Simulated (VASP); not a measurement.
InP:

```xyz
2
Lattice="0.0000 2.9108 2.9108 2.9108 0.0000 2.9108 2.9108 2.9108 0.0000" Properties=species:S:1:pos:R:3 pbc="T T T"
In    0.0000    0.0000    0.0000
P     4.3662    4.3662    4.3662
```

Base run:

- Program: VASP 6.6.1
- Functional: BLYP
- Dispersion: D3(BJ)
- Potentials or basis: VASP PAW PBE potentials, release 64 (In_d, P)
- Cutoff: 520 eV
- k mesh: 8 × 8 × 8
- Occupations: fermi-dirac, width 0.05 eV
- Spin: no spin polarisation

Its results: band gap on the k mesh 0.74 eV, direct; pressure 3.1 GPa.

Question: The run is repeated on the same cell with these changes: functional from BLYP to PBE exchange alone; dispersion from D3(BJ) to none. What comes out?

Answer: Band gap on the k mesh 0.80 eV, direct; pressure 14.1 GPa.

Several settings changed at once, so the effect can't be laid on one alone.

Caveats: spin-orbit coupling is left out, which moves the levels of the heavy elements; the PAW data sets were made with another functional, which shifts forces and pressure a little (some runs).

